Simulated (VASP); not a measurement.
# Ca (I4/mmm) in VASP: a series of runs, part 2 of 2

VASP 6.6.1.

## 4. Single point, LDA (strain +0.0400 x Voigt [1, 0, 0, 0, 0, 0])

Contents of INCAR:

```
ALGO     = Fast           # electronic algorithm
EDIFF    = 1E-6           # SCF threshold, eV
ENCUT    = 520            # plane-wave cutoff, eV
ISIF     = 2              # what is computed and relaxed
ISMEAR   = 0              # smearing method
LASPH    = True           # aspherical terms in the spheres
LCHARG   = False          # write CHGCAR
LREAL    = False          # projectors in reciprocal space
LWAVE    = False          # write WAVECAR
NBANDS   = 11             # bands
NELM     = 80             # most SCF steps
PREC     = Accurate       # precision mode
SIGMA    = 0.15           # smearing width, eV
```

Contents of KPOINTS:

```
k-points
0
Gamma
  14 14 14
```

Contents of POSCAR:

```
Ca
1.0
    0.0000000000      2.7942000000      2.7942000000
    2.9059680000      0.0000000000      2.7942000000
    2.9059680000      2.7942000000      0.0000000000
Ca
1
Direct
    0.0000000000      0.0000000000      0.0000000000
```

Potentials or basis: VASP PAW LDA potentials, release 64 (Ca_sv).

Started as:

```bash
$ cat potpaw_LDA.64/Ca_sv/POTCAR > POTCAR
$ mpirun -np 1 vasp_std > vasp.out
```

OUTCAR:

```text
EDIFF = 1E-6
   ENCUT = 520
   ISIF = 2
   ISMEAR = 0
   LASPH = True
   LREAL = False
   NELM = 80
   PREC = Accurate

 ion  position               nearest neighbor table
   1  0.000  0.000  0.000-

  LATTYP: Found a body centered tetragonal cell.
 ALAT       =     3.9515955360
 C/A-ratio  =     1.4707821049

  Lattice vectors:

 A1 = (   2.9059680000,   0.0000000000,   2.7942000000)
 A2 = (   2.9059680000,   0.0000000000,  -2.7942000000)
 A3 = (  -2.9059680000,   2.7942000000,   0.0000000000)

Analysis of symmetry for initial positions (statically):
=====================================================================
 Subroutine PRICEL returns:
 Original cell was already a primitive cell.

 Routine SETGRP: Setting up the symmetry group for a
 body centered tetragonal supercell.

 Subroutine GETGRP returns: Found 16 space group operations
 (whereof 16 operations were pure point group operations)
 out of a pool of 16 trial point group operations.

The static configuration has the point symmetry D_4h.

Analysis of symmetry for dynamics (positions and initial velocities):
=====================================================================
 Subroutine PRICEL returns:
 Original cell was already a primitive cell.

 Routine SETGRP: Setting up the symmetry group for a
 body centered tetragonal supercell.

 Subroutine GETGRP returns: Found 16 space group operations
 (whereof 16 operations were pure point group operations)
 out of a pool of 16 trial point group operations.

The dynamic configuration has the point symmetry D_4h.

 Subroutine INISYM returns: Found 16 space group operations
 (whereof 16 operations are pure point group operations),
 and found     1 'primitive' translations

----------------------------------------------------------------------------------------

                                     Primitive cell

  volume of cell :      45.3770

  direct lattice vectors                    reciprocal lattice vectors
     0.000000000  2.794200000  2.794200000    -0.172059706  0.178942094  0.178942094
     2.905968000  0.000000000  2.794200000     0.172059706 -0.178942094  0.178942094
     2.905968000  2.794200000  0.000000000     0.172059706  0.178942094 -0.178942094

  length of vectors
     3.951595536  4.031402195  4.031402195     0.306014850  0.306014850  0.306014850

  position of ions in fractional coordinates (direct lattice)
     0.000000000  0.000000000  0.000000000

  ion indices of the primitive-cell ions
   primitive index   ion index
                 1           1

----------------------------------------------------------------------------------------

 KPOINTS: k-points

Automatic generation of k-mesh.
 Grid dimensions read from file:
 generate k-points for:   14   14   14

 Generating k-lattice:

  Cartesian coordinates                     Fractional coordinates (reciprocal lattice)
    -0.012289979  0.012781578  0.012781578     0.071428571  0.000000000  0.000000000
     0.012289979 -0.012781578  0.012781578     0.000000000  0.071428571  0.000000000
     0.012289979  0.012781578 -0.012781578     0.000000000  0.000000000  0.071428571

  Length of vectors
     0.021858204  0.021858204  0.021858204

  Shift w.r.t. Gamma in fractional coordinates (k-lattice)
     0.000000000  0.000000000  0.000000000

 Subroutine IBZKPT returns following result:
 ===========================================

 Found    244 irreducible k-points:

 Following reciprocal coordinates:
            Coordinates               Weight
  0.000000  0.000000  0.000000      1.000000
  0.071429 -0.000000 -0.000000      8.000000
  0.142857  0.000000  0.000000      8.000000
  0.214286 -0.000000 -0.000000      8.000000
  0.285714  0.000000  0.000000      8.000000
  0.357143 -0.000000 -0.000000      8.000000
[... 16 lines left out ...]
  0.214286  0.142857  0.000000     16.000000
  0.285714  0.142857 -0.000000     16.000000
 [... further k-points ...]
   k-points           NKPTS =    244   k-points in BZ     NKDIM =    244   number of bands    NBANDS=     11
   number of dos      NEDOS =    301   number of ions     NIONS =      1
   total plane-waves  NPLWV =  27000
   dimension x,y,z NGX =    30 NGY =   30 NGZ =   30
   dimension x,y,z NGXF=    60 NGYF=   60 NGZF=   60
   ions per type =               1
   NGX,Y,Z   is equivalent  to a cutoff of  12.62, 12.37, 12.37 a.u.
   NGXF,Y,Z  is equivalent  to a cutoff of  25.24, 24.74, 24.74 a.u.
 SYSTEM =  unknown system
   PREC   = accura    normal or accurate (medium, high low for compatibility)
   ISTART =      0    job   : 0-new  1-cont  2-samecut
   ICHARG =      2    charge: 1-file 2-atom 10-const
   ISPIN  =      1    spin polarized calculation?
   LNONCOLLINEAR =      F non collinear calculations
   LSORBIT =      F    spin-orbit coupling
   LASPH  =      T    aspherical Exc in radial PAW
   ENCUT  =  520.0 eV  38.22 Ry    6.18 a.u.   7.35  7.50  7.50*2*pi/ulx,y,z
   NELM   =     80;   NELMIN=  2; NELMDL= -5     # of ELM steps
   EDIFF  = 0.1E-05   stopping-criterion for ELM
   LREAL  =      F    real-space projection
   EDIFFG = 0.1E-04   stopping-criterion for IOM
   NSW    =      0    number of steps for IOM
   IBRION =     -1    ionic relax: 0-MD 1-quasi-New 2-CG
   NFREE  =      0    steps in history (QN), initial steepest desc. (CG)
   ISIF   =      2    stress and relaxation
   ISYM   =      2    0-nonsym 1-usesym 2-fastsym
   POTIM  = 0.5000    time-step for ionic-motion
   TEBEG  =    0.0;   TEEND  =   0.0 temperature during run
   PSTRESS=    0.0 pullay stress
   NELECT =      10.0000    total number of electrons
   NUPDOWN=      -1.0000    fix difference up-down
   EMIN   =  10.00;   EMAX   =-10.00  energy-range for DOS
   EFERMI =   0.00;   METHOD = LEGACY
   ISMEAR =     0;   SIGMA  =   0.15  broadening in eV -4-tet -1-fermi 0-gaus
   EFERMI_NEDOS =   21; number of points for ismear=-14 and -15
   IALGO  =     68    algorithm
   IMIX   =      4    mixing-type and parameters
     AMIX     =   0.40;   BMIX     =  1.00
     AMIX_MAG =   1.60;   BMIX_MAG =  1.00
  volume/ion in A,a.u.               =      45.38       306.22
  Fermi-wavevector in a.u.,A,eV,Ry     =   0.988848  1.868652 13.304055  0.977820
  Thomas-Fermi vector in A             =   2.120404
   LORBIT       =      0    0 simple, 1 ext, 2 COOP (PROOUT), +10 PAW based schemes
   GGA     = CA    functional components
   LHFCALC =     F    Hartree Fock is set to
   AEXX    =    0.0000 exact exchange contribution
   IVDW    =     0    specifies the selected vdW correction
   LEPSILON=     F    determine dielectric tensor
   LRPA    =     F    only Hartree local field effects (RPA)
 non-spin polarized calculation
 RMM-DIIS sequential band-by-band and
 Gauss-broadening in eV      SIGMA  =   0.15
  energy-cutoff  :      520.00
  volume of cell :       45.38
 maximum number of plane-waves:      1255
 NGX is ok and might be reduce to    30
   NGX = 15   NGY = 15   NGZ = 15

 number of electron      10.0000001 magnetization

 Free energy of the ion-electron system (eV)
  ---------------------------------------------------
  ext. energy  EPLUGINS =         0.00000000
  ---------------------------------------------------
  free energy    TOTEN  =        -2.14694573 eV

  energy without entropy =       -2.13133331  energy(sigma->0) =       -2.13913952

 E-fermi :   1.5110     XC(G=0):  -7.7329

 val. band max:        1.5078528045   @ k =   0.4286  -0.3571   0.0714
 cond. band min:       1.5111077528   @ k =  -0.3571   0.3571   0.1429
 fundamental gap:      0.0032549483
 Fermi energy:         1.5110130924

 k-point     1 :       0.0000    0.0000    0.0000
  band No.  band energies     occupation
      1     -40.2282      2.00000
      2     -21.4469      2.00000
      3     -21.4440      2.00000
      4     -21.4440      2.00000
      5      -2.3820      2.00000
      6       3.5091      0.00000
      7       3.6800      0.00000
      8       3.6800      0.00000
      9       4.4771      0.00000
     10       4.6947      0.00000
     11      10.4246      0.00000

 k-point     2 :       0.0714   -0.0000   -0.0000
  band No.  band energies     occupation
      1     -40.2277      2.00000
      2     -21.4508      2.00000
      3     -21.4465      2.00000
      4     -21.4446      2.00000
      5      -2.2993      2.00000
      6       3.4887      0.00000
      7       3.6475      0.00000
      8       3.7118      0.00000
      9       4.4564      0.00000
     10       4.6650      0.00000
     11      10.5057      0.00000
[... 295 lines left out ...]
 k-point    24 :       0.2857    0.1429   -0.0000
  band No.  band energies     occupation
      1     -40.2219      2.00000
      2     -21.5005      2.00000
      3     -21.4620      2.00000
      4     -21.4587      2.00000
      5      -1.2073      2.00000
      6       2.7719      0.00000
      7       3.6439      0.00000
      8       3.8787      0.00000
      9       4.3033      0.00000
     10       4.8427      0.00000
     11       8.6543      0.00000

 [... further k-points ...]
[... 5 lines left out ...]
  --------------------------------------------------------------------------------------
  -------------------------------------------------------------------------------------
  Total       -0.7892157     -0.6926236     -0.6926236     -0.0000000      0.0000000      0.0000000
  in kB      -27.8657349    -24.4552493    -24.4552493     -0.0000000      0.0000000      0.0000000
  external PRESSURE =     -25.5920778 kB  Pullay stress =       0.0000000 kB

 VOLUME and BASIS-vectors are now :
 -----------------------------------------------------------------------------
  energy-cutoff  :      520.00
  volume of cell :       45.38
      direct lattice vectors                 reciprocal lattice vectors
     0.000000000  2.794200000  2.794200000    -0.172059706  0.178942094  0.178942094
     2.905968000  0.000000000  2.794200000     0.172059706 -0.178942094  0.178942094
     2.905968000  2.794200000  0.000000000     0.172059706  0.178942094 -0.178942094

 POSITION                                       TOTAL-FORCE (eV/Angst)
 -----------------------------------------------------------------------------------
      0.00000      0.00000      0.00000         0.000000      0.000000     -0.000000
 -----------------------------------------------------------------------------------
    total drift:                               -0.000000     -0.000000      0.000000

  FREE ENERGIE OF THE ION-ELECTRON SYSTEM (eV)
  ---------------------------------------------------
  free  energy   TOTEN  =        -2.1469457256 eV

  energy  without entropy=       -2.1313333123  energy(sigma->0) =       -2.13913952
```

It took 3.6 min on 1 thread of Intel Xeon 8259CL, shared host; peak memory 0.24 GiB.

What came out:

```yaml
Free_energy: -2.1469 eV
Pressure: -2.6 GPa
Band_gap_on_the_k_mesh: zero (bands 5 and 6 overlap by 0.34 eV)
```

Caveat: the cell differs from its parent crystal (strain +0.0400 x Voigt [1, 0, 0, 0, 0, 0]).

## 5. Summary

| cell | gap on the mesh (eV) | pressure (GPa) |
| --- | --- | --- |
| a = 3.952, b = 4.011, c = 4.011 Å, angles 59.0, 60.5, 60.5°, 1 atom | none | -2.5 |
| a = 3.952, b = 4.021, c = 4.021 Å, angles 58.9, 60.6, 60.6°, 1 atom | none | -2.5 |
| a = 3.952, b = 4.031, c = 4.031 Å, angles 58.7, 60.7, 60.7°, 1 atom | none | -2.6 |

Alike in all rows: task single point; level LDA; potentials or basis VASP PAW LDA potentials, release 64 (Ca_sv); no spin polarisation; k mesh 14 × 14 × 14; cutoff (eV) 520; smearing gaussian 0.15 eV.

Total energies depend on the potentials used, so only differences within one code and one set of settings carry meaning.
